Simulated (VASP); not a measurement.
# AlAs (F-43m) in VASP: notebook

Runs on AlAs. Level: PBEsol. Tasks: single point, relaxation of cell and atoms.

All numbers are computed with VASP 6.6.1; they aren't measurements. Logs are shortened: lines on timing, memory, paths and dates and some standing lists are left out, and cuts for length are marked.

## Step 1: The cell of the first run

Symmetry: F-43m, No. 216, cubic system. Conventional cell: a = 5.625 Å, b = 5.625 Å, c = 5.625 Å, α = 90.00°, β = 90.00°, γ = 90.00°. Within 3.2 Å of Al (site symmetry -43m) lie 4 As at 2.44 Å. As (site symmetry -43m) has 4 Al at 2.44 Å within 3.2 Å.

## Step 2: Single point, PBEsol

The input, INCAR:

```
  ALGO = Normal
  EDIFF = 1E-6
  ENCUT = 500
  GGA = PS
  GGA_COMPAT = False
  ISIF = 2
  ISMEAR = 0
  LASPH = True
  LCHARG = False
  LREAL = False
  LWAVE = False
  NBANDS = 11
  NELM = 120
  PREC = Accurate
  SIGMA = 0.01
```

The input, KPOINTS:

```
k-points
0
Gamma
  8 8 8
```

The input, POSCAR:

```
AlAs
1.0
    0.0000000000      2.8126847035      2.8126847035
    2.8126847035      0.0000000000      2.8126847035
    2.8126847035      2.8126847035      0.0000000000
Al As
1 1
Direct
    0.0000000000      0.0000000000      0.0000000000
    0.7500000000      0.7500000000      0.7500000000
```

Potentials or basis: VASP PAW PBE potentials, release 64 (Al, As).

Run with:

```
cat potpaw_PBE.64/Al/POTCAR potpaw_PBE.64/As/POTCAR > POTCAR
mpirun -np 1 vasp_std > vasp.out
```

OUTCAR:

```text
EDIFF = 1E-6
   ENCUT = 500
   GGA = PS
   ISIF = 2
   ISMEAR = 0
   LASPH = True
   LREAL = False
   NELM = 120
   PREC = Accurate

 ion  position               nearest neighbor table
   1  0.000  0.000  0.000-   2 2.44   2 2.44   2 2.44   2 2.44
   2  0.750  0.750  0.750-   1 2.44   1 2.44   1 2.44   1 2.44

  LATTYP: Found a face centered cubic cell.
 ALAT       =     5.6253694070

  Lattice vectors:

 A1 = (   0.0000000000,   2.8126847035,   2.8126847035)
 A2 = (   2.8126847035,   0.0000000000,   2.8126847035)
 A3 = (   2.8126847035,   2.8126847035,   0.0000000000)

Analysis of symmetry for initial positions (statically):
=====================================================================
 Subroutine PRICEL returns:
 Original cell was already a primitive cell.

 Routine SETGRP: Setting up the symmetry group for a
 face centered cubic supercell.

 Subroutine GETGRP returns: Found 24 space group operations
 (whereof 24 operations were pure point group operations)
 out of a pool of 48 trial point group operations.

The static configuration has the point symmetry T_d .

Analysis of symmetry for dynamics (positions and initial velocities):
=====================================================================
 Subroutine PRICEL returns:
 Original cell was already a primitive cell.

 Routine SETGRP: Setting up the symmetry group for a
 face centered cubic supercell.

 Subroutine GETGRP returns: Found 24 space group operations
 (whereof 24 operations were pure point group operations)
 out of a pool of 48 trial point group operations.

The dynamic configuration has the point symmetry T_d .

 Subroutine INISYM returns: Found 24 space group operations
 (whereof 24 operations are pure point group operations),
 and found     1 'primitive' translations

----------------------------------------------------------------------------------------

                                     Primitive cell

  volume of cell :      44.5034

  direct lattice vectors                    reciprocal lattice vectors
     0.000000000  2.812684703  2.812684703    -0.177766103  0.177766103  0.177766103
     2.812684703  0.000000000  2.812684703     0.177766103 -0.177766103  0.177766103
     2.812684703  2.812684703  0.000000000     0.177766103  0.177766103 -0.177766103

  length of vectors
     3.977736854  3.977736854  3.977736854     0.307899923  0.307899923  0.307899923

  position of ions in fractional coordinates (direct lattice)
     0.000000000  0.000000000  0.000000000
     0.750000000  0.750000000  0.750000000

  ion indices of the primitive-cell ions
   primitive index   ion index
                 1           1
                 2           2

----------------------------------------------------------------------------------------

 KPOINTS: k-points

Automatic generation of k-mesh.
 Grid dimensions read from file:
 generate k-points for:    8    8    8

 Generating k-lattice:

  Cartesian coordinates                     Fractional coordinates (reciprocal lattice)
    -0.022220763  0.022220763  0.022220763     0.125000000  0.000000000  0.000000000
     0.022220763 -0.022220763  0.022220763     0.000000000  0.125000000  0.000000000
     0.022220763  0.022220763 -0.022220763     0.000000000  0.000000000  0.125000000

  Length of vectors
     0.038487490  0.038487490  0.038487490

  Shift w.r.t. Gamma in fractional coordinates (k-lattice)
     0.000000000  0.000000000  0.000000000

 Subroutine IBZKPT returns following result:
 ===========================================

 Found     29 irreducible k-points:

 Following reciprocal coordinates:
            Coordinates               Weight
  0.000000  0.000000  0.000000      1.000000
  0.125000  0.000000  0.000000      8.000000
  0.250000  0.000000  0.000000      8.000000
  0.375000  0.000000  0.000000      8.000000
  0.500000  0.000000  0.000000      4.000000
  0.125000  0.125000  0.000000      6.000000
[... 16 lines left out ...]
  0.500000  0.250000  0.125000     48.000000
 -0.375000  0.250000  0.125000     24.000000
 [... further k-points ...]
   k-points           NKPTS =     29   k-points in BZ     NKDIM =     29   number of bands    NBANDS=     11
   number of dos      NEDOS =    301   number of ions     NIONS =      2
   total plane-waves  NPLWV =  27000
   dimension x,y,z NGX =    30 NGY =   30 NGZ =   30
   dimension x,y,z NGXF=    60 NGYF=   60 NGZF=   60
   ions per type =               1   1
   NGX,Y,Z   is equivalent  to a cutoff of  12.54, 12.54, 12.54 a.u.
   NGXF,Y,Z  is equivalent  to a cutoff of  25.08, 25.08, 25.08 a.u.
 SYSTEM =  unknown system
   PREC   = accura    normal or accurate (medium, high low for compatibility)
   ISTART =      0    job   : 0-new  1-cont  2-samecut
   ICHARG =      2    charge: 1-file 2-atom 10-const
   ISPIN  =      1    spin polarized calculation?
   LNONCOLLINEAR =      F non collinear calculations
   LSORBIT =      F    spin-orbit coupling
   LASPH  =      T    aspherical Exc in radial PAW
   ENCUT  =  500.0 eV  36.75 Ry    6.06 a.u.   7.25  7.25  7.25*2*pi/ulx,y,z
   NELM   =    120;   NELMIN=  2; NELMDL= -5     # of ELM steps
   EDIFF  = 0.1E-05   stopping-criterion for ELM
   LREAL  =      F    real-space projection
   EDIFFG = 0.1E-04   stopping-criterion for IOM
   NSW    =      0    number of steps for IOM
   IBRION =     -1    ionic relax: 0-MD 1-quasi-New 2-CG
   NFREE  =      0    steps in history (QN), initial steepest desc. (CG)
   ISIF   =      2    stress and relaxation
   ISYM   =      2    0-nonsym 1-usesym 2-fastsym
   POTIM  = 0.5000    time-step for ionic-motion
   TEBEG  =    0.0;   TEEND  =   0.0 temperature during run
   PSTRESS=    0.0 pullay stress
   NELECT =       8.0000    total number of electrons
   NUPDOWN=      -1.0000    fix difference up-down
   EMIN   =  10.00;   EMAX   =-10.00  energy-range for DOS
   EFERMI =   0.00;   METHOD = LEGACY
   ISMEAR =     0;   SIGMA  =   0.01  broadening in eV -4-tet -1-fermi 0-gaus
   EFERMI_NEDOS =   21; number of points for ismear=-14 and -15
   IALGO  =     38    algorithm
   IMIX   =      4    mixing-type and parameters
     AMIX     =   0.40;   BMIX     =  1.00
     AMIX_MAG =   1.60;   BMIX_MAG =  1.00
  volume/ion in A,a.u.               =      22.25       150.16
  Fermi-wavevector in a.u.,A,eV,Ry     =   0.923933  1.745980 11.614641  0.853652
  Thomas-Fermi vector in A             =   2.049624
   LORBIT       =      0    0 simple, 1 ext, 2 COOP (PROOUT), +10 PAW based schemes
   GGA     = PS    functional components
   LHFCALC =     F    Hartree Fock is set to
   AEXX    =    0.0000 exact exchange contribution
   IVDW    =     0    specifies the selected vdW correction
   LEPSILON=     F    determine dielectric tensor
   LRPA    =     F    only Hartree local field effects (RPA)
 non-spin polarized calculation
 Gauss-broadening in eV      SIGMA  =   0.01
  energy-cutoff  :      500.00
  volume of cell :       44.50
 maximum number of plane-waves:      1158
 NGX is ok and might be reduce to    30
   NGX = 15   NGY = 15   NGZ = 15

 number of electron       8.0000001 magnetization

 Free energy of the ion-electron system (eV)
  ---------------------------------------------------
  ext. energy  EPLUGINS =         0.00000000
  ---------------------------------------------------
  free energy    TOTEN  =       -10.05532306 eV

  energy without entropy =      -10.05532306  energy(sigma->0) =      -10.05532306

 E-fermi :   4.0876     XC(G=0):  -9.2682

 val. band max:        3.9634631774   @ k =   0.0000   0.0000   0.0000
 cond. band min:       5.2490673730   @ k =   0.5000   0.5000   0.0000
 fundamental gap:      1.2856041956
 Fermi energy:         4.0876358137

 k-point     1 :       0.0000    0.0000    0.0000
  band No.  band energies     occupation
      1      -8.0308      2.00000
      2       3.9635      2.00000
      3       3.9635      2.00000
      4       3.9635      2.00000
      5       6.0915      0.00000
      6       8.2585      0.00000
      7       8.2585      0.00000
      8       8.2585      0.00000
      9      12.7791      0.00000
     10      12.9912      0.00000
     11      12.9912      0.00000

 k-point     2 :       0.1250    0.0000    0.0000
  band No.  band energies     occupation
      1      -7.8735      2.00000
      2       2.5176      2.00000
      3       3.7987      2.00000
      4       3.7987      2.00000
      5       6.8183      0.00000
      6       8.5460      0.00000
      7       8.5460      0.00000
      8       8.6799      0.00000
      9      12.3510      0.00000
     10      12.3510      0.00000
     11      13.5049      0.00000

 k-point     3 :       0.2500    0.0000    0.0000
  band No.  band energies     occupation
      1      -7.4360      2.00000
      2       0.5190      2.00000
      3       3.4750      2.00000
      4       3.4750      2.00000
      5       6.6016      0.00000
      6       8.8781      0.00000
      7       8.8781      0.00000
      8      10.4563      0.00000
      9      12.2463      0.00000
     10      12.2463      0.00000
     11      13.2539      0.00000

 k-point     4 :       0.3750    0.0000    0.0000
  band No.  band energies     occupation
      1      -6.8662      2.00000
      2      -1.0689      2.00000
      3       3.2176      2.00000
      4       3.2176      2.00000
      5       6.2469      0.00000
      6       8.7349      0.00000
      7       8.7349      0.00000
      8      11.5901      0.00000
      9      13.5835      0.00000
     10      13.5835      0.00000
     11      13.7142      0.00000

 k-point     5 :       0.5000    0.0000    0.0000
  band No.  band energies     occupation
      1      -6.5588      2.00000
      2      -1.7250      2.00000
      3       3.1242      2.00000
      4       3.1242      2.00000
      5       6.1152      0.00000
      6       8.6078      0.00000
      7       8.6078      0.00000
      8      11.5756      0.00000
      9      15.1838      0.00000
     10      15.5545      0.00000
     11      15.5545      0.00000
[... 211 lines left out ...]
 k-point    21 :       0.5000    0.5000    0.0000
  band No.  band energies     occupation
      1      -5.9896      2.00000
      2      -1.5470      2.00000
      3       1.7345      2.00000
      4       1.7345      2.00000
      5       5.2491      0.00000
      6       6.1807      0.00000
      7      14.3905      0.00000
      8      14.3905      0.00000
      9      15.8411      0.00000
     10      16.6204      0.00000
     11      16.6204      0.00000

 k-point    22 :       0.3750    0.2500    0.1250
  band No.  band energies     occupation
      1      -7.0693      2.00000
      2       0.1522      2.00000
      3       1.9485      2.00000
      4       2.9631      2.00000
      5       7.5138      0.00000
      6       8.2894      0.00000
      7       9.2040      0.00000
      8      10.5299      0.00000
      9      12.1604      0.00000
     10      14.4324      0.00000
     11      16.0516      0.00000

 k-point    23 :       0.5000    0.2500    0.1250
  band No.  band energies     occupation
      1      -6.5552      2.00000
      2      -0.8914      2.00000
      3       1.3504      2.00000
      4       2.5665      2.00000
      5       7.6134      0.00000
      6       8.4014      0.00000
      7       9.7448      0.00000
      8      10.8477      0.00000
      9      13.3414      0.00000
     10      14.5459      0.00000
     11      16.1314      0.00000

 k-point    24 :      -0.3750    0.2500    0.1250
  band No.  band energies     occupation
      1      -6.2873      2.00000
      2      -1.3909      2.00000
      3       1.1992      2.00000
      4       2.3760      2.00000
      5       7.6151      0.00000
      6       8.1512      0.00000
      7      10.6821      0.00000
      8      11.6137      0.00000
      9      12.3402      0.00000
     10      14.9607      0.00000
     11      16.2833      0.00000

 [... further k-points ...]
[... 5 lines left out ...]
  --------------------------------------------------------------------------------------
  -------------------------------------------------------------------------------------
  Total        0.6399028      0.6399028      0.6399028      0.0000000      0.0000000     -0.0000000
  in kB       23.0372930     23.0372930     23.0372930      0.0000000      0.0000000     -0.0000000
  external PRESSURE =      23.0372930 kB  Pullay stress =       0.0000000 kB

 VOLUME and BASIS-vectors are now :
 -----------------------------------------------------------------------------
  energy-cutoff  :      500.00
  volume of cell :       44.50
      direct lattice vectors                 reciprocal lattice vectors
     0.000000000  2.812684703  2.812684703    -0.177766103  0.177766103  0.177766103
     2.812684703  0.000000000  2.812684703     0.177766103 -0.177766103  0.177766103
     2.812684703  2.812684703  0.000000000     0.177766103  0.177766103 -0.177766103

 POSITION                                       TOTAL-FORCE (eV/Angst)
 -----------------------------------------------------------------------------------
      0.00000      0.00000      0.00000         0.000000      0.000000      0.000000
      4.21903      4.21903      4.21903        -0.000000     -0.000000     -0.000000
 -----------------------------------------------------------------------------------
    total drift:                               -0.000000     -0.000000     -0.000000

  FREE ENERGIE OF THE ION-ELECTRON SYSTEM (eV)
  ---------------------------------------------------
  free  energy   TOTEN  =       -10.0553230613 eV

  energy  without entropy=      -10.0553230613  energy(sigma->0) =      -10.05532306
```

It took 12 s on 1 thread of Intel Xeon 6975P-C, shared host; peak memory 0.17 GiB.

What came out:

* Free energy: -10.0553 eV
* Pressure: 2.3 GPa
* Band gap on the k mesh: 1.29 eV, indirect (least direct gap 2.13 eV)

Levels at points of the mesh, in eV from the valence-band top:
| k point | band 1 | band 2 | band 3 | band 4 | band 5 | band 6 | band 7 | band 8 | band 9 |
| --- | --- | --- | --- | --- | --- | --- | --- | --- | --- |
| (0.00, 0.00, 0.00) | -11.99 | 0.00 | 0.00 | 0.00 | 2.13 | 4.29 | 4.29 | 4.29 | 8.82 |
| (0.50, 0.00, 0.00) | -10.52 | -5.69 | -0.84 | -0.84 | 2.15 | 4.64 | 4.64 | 7.61 | 11.22 |
| (0.50, 0.50, 0.00) | -9.95 | -5.51 | -2.23 | -2.23 | 1.29 | 2.22 | 10.43 | 10.43 | 11.88 |

Caveat: the PAW data sets were made with another functional, which shifts forces and pressure a little.

## Step 3: Relaxation of cell and atoms, PBEsol, target pressure 1 GPa, at which the enthalpy is minimised

This run uses another cell than the first one, of 22.84 Å³/atom, 1.027 times its volume.

The input, INCAR:

```
ALGO = Normal ; EDIFF = 1E-7
EDIFFG = -0.002 ; ENCUT = 500
GGA = PS ; GGA_COMPAT = False
IBRION = 2 ; ISIF = 3
ISMEAR = 0 ; LASPH = True
LCHARG = False ; LREAL = False
LWAVE = False ; NELM = 120
NELMIN = 4 ; NSW = 100
PREC = Accurate ; PSTRESS = 10.0
SIGMA = 0.01
```

KPOINTS is that of step 2.

The input, POSCAR:

```
AlAs
1.0
    0.0000000000      2.8373321420      2.8373321420
    2.8373321420      0.0000000000      2.8373321420
    2.8373321420      2.8373321420      0.0000000000
Al As
1 1
Direct
    0.0000000000      0.0000000000      0.0000000000
    0.7500000000      0.7500000000      0.7500000000
```

Potentials or basis: VASP PAW PBE potentials, release 64 (Al, As).

Run with:

```
cat potpaw_PBE.64/Al/POTCAR potpaw_PBE.64/As/POTCAR > POTCAR
mpirun -np 1 vasp_std > vasp.out
```

It took 26 s on 1 thread of Intel Xeon 6975P-C, shared host; peak memory 0.17 GiB.

Results (log left out):

```
Free energy                                            : -10.0629 eV
Relaxed volume                                         : 22.62 Å³/atom
Relaxed cell                                           : a = 4.000 Å, b = 4.000 Å, c = 4.000 Å, α = 60.00°, β = 60.00°, γ = 60.00°
Space group after relaxing (to 0.05 Å)                 : F-43m (No. 216)
Energy change on relaxing (the enthalpy is what falls) : +0.9 meV/atom
Ionic steps                                            : 3
Pressure after relaxing                                : 1.0 GPa
Band gap on the k mesh                                 : 1.31 eV, indirect (least direct gap 2.00 eV)
```

The path:
```
step  energy change (eV)  largest force (eV/Å)  pressure (GPa)  volume (Å³)
   1              0.0000                0.0000            0.27        45.68
   2              0.0036                0.0000            1.42        45.00
   3              0.0017                0.0000            1.00        45.24
```

Final structure:
```cif
data_structure
_symmetry_space_group_name_H-M 'P 1'
_symmetry_Int_Tables_number 1
_cell_length_a 3.9996
_cell_length_b 3.9996
_cell_length_c 3.9996
_cell_angle_alpha 60.000
_cell_angle_beta 60.000
_cell_angle_gamma 60.000
_cell_volume 45.24
loop_
_atom_site_label
_atom_site_type_symbol
_atom_site_fract_x
_atom_site_fract_y
_atom_site_fract_z
_atom_site_occupancy
Al1 Al 0.00000 0.00000 0.00000 1
As1 As 0.75000 0.75000 0.75000 1
```

Levels at points of the mesh, in eV from the valence-band top:
| k point | band 1 | band 2 | band 3 | band 4 | band 5 | band 6 | band 7 | band 8 |
| --- | --- | --- | --- | --- | --- | --- | --- | --- |
| (0.00, 0.00, 0.00) | -11.90 | 0.00 | 0.00 | 0.00 | 2.00 | 4.27 | 4.27 | 4.27 |
| (0.50, 0.00, 0.00) | -10.47 | -5.61 | -0.83 | -0.83 | 2.09 | 4.63 | 4.63 | 7.58 |
| (0.50, 0.50, 0.00) | -9.91 | -5.45 | -2.19 | -2.19 | 1.31 | 2.22 | 10.30 | 10.30 |

Caveat: the cell is relaxed towards a set pressure, so the enthalpy falls and the energy may rise; the PAW data sets were made with another functional, which shifts forces and pressure a little.

## Step 4: Relaxation of cell and atoms, PBEsol, target pressure 2 GPa, at which the enthalpy is minimised

This run uses another cell than the first one, of 22.84 Å³/atom, 1.027 times its volume.

The input, INCAR:

```
SYSTEM = AlAs
ALGO = Normal
EDIFF = 1E-7
EDIFFG = -0.002
ENCUT = 500
GGA = PS
GGA_COMPAT = .FALSE.
IBRION = 2
ISIF = 3
ISMEAR = 0
LASPH = .TRUE.
LCHARG = .FALSE.
LREAL = .FALSE.
LWAVE = .FALSE.
NELM = 120
NELMIN = 4
NSW = 100
PREC = Accurate
PSTRESS = 20.0
SIGMA = 0.01
```

The input, KPOINTS:

```
k-points
0
G
  8 8 8
  0 0 0
```

POSCAR is that of step 3.

Run with:

```
cat potpaw_PBE.64/Al/POTCAR potpaw_PBE.64/As/POTCAR > POTCAR
mpirun -np 1 vasp_std > vasp.out
```

Run time: 26 s. Hardware: 1 thread of Intel Xeon 6975P-C, shared host; peak memory 0.17 GiB.

Results (log left out):

```
Free energy                                            : -10.0576 eV
Relaxed volume                                         : 22.34 Å³/atom
Relaxed cell                                           : a = 3.983 Å, b = 3.983 Å, c = 3.983 Å, α = 60.00°, β = 60.00°, γ = 60.00°
Space group after relaxing (to 0.05 Å)                 : F-43m (No. 216)
Energy change on relaxing (the enthalpy is what falls) : +3.5 meV/atom
Ionic steps                                            : 3
Pressure after relaxing                                : 2.0 GPa
Band gap on the k mesh                                 : 1.29 eV, indirect (least direct gap 2.10 eV)
```

The path:
```tsv
step	energy change (eV)	largest force (eV/Å)	pressure (GPa)	volume (Å³)
1	0.0000	0.0000	0.27	45.68
2	0.0166	0.0000	3.12	44.07
3	0.0071	0.0000	2.00	44.67
```

Final structure:
```xyz
2
Lattice="0.0000 2.8162 2.8162 2.8162 0.0000 2.8162 2.8162 2.8162 0.0000" Properties=species:S:1:pos:R:3 pbc="T T T"
Al    0.0000    0.0000    0.0000
As    4.2243    4.2243    4.2243
```

Levels at points of the mesh, in eV from the valence-band top:
| k point | band 1 | band 2 | band 3 | band 4 | band 5 | band 6 | band 7 | band 8 |
| --- | --- | --- | --- | --- | --- | --- | --- | --- |
| (0.00, 0.00, 0.00) | -11.97 | 0.00 | 0.00 | 0.00 | 2.10 | 4.29 | 4.29 | 4.29 |
| (0.50, 0.00, 0.00) | -10.51 | -5.67 | -0.84 | -0.84 | 2.14 | 4.64 | 4.64 | 7.61 |
| (0.50, 0.50, 0.00) | -9.94 | -5.50 | -2.22 | -2.22 | 1.29 | 2.22 | 10.40 | 10.40 |

Caveat: the cell is relaxed towards a set pressure, so the enthalpy falls and the energy may rise; the PAW data sets were made with another functional, which shifts forces and pressure a little.

[end of part 1 of 2]
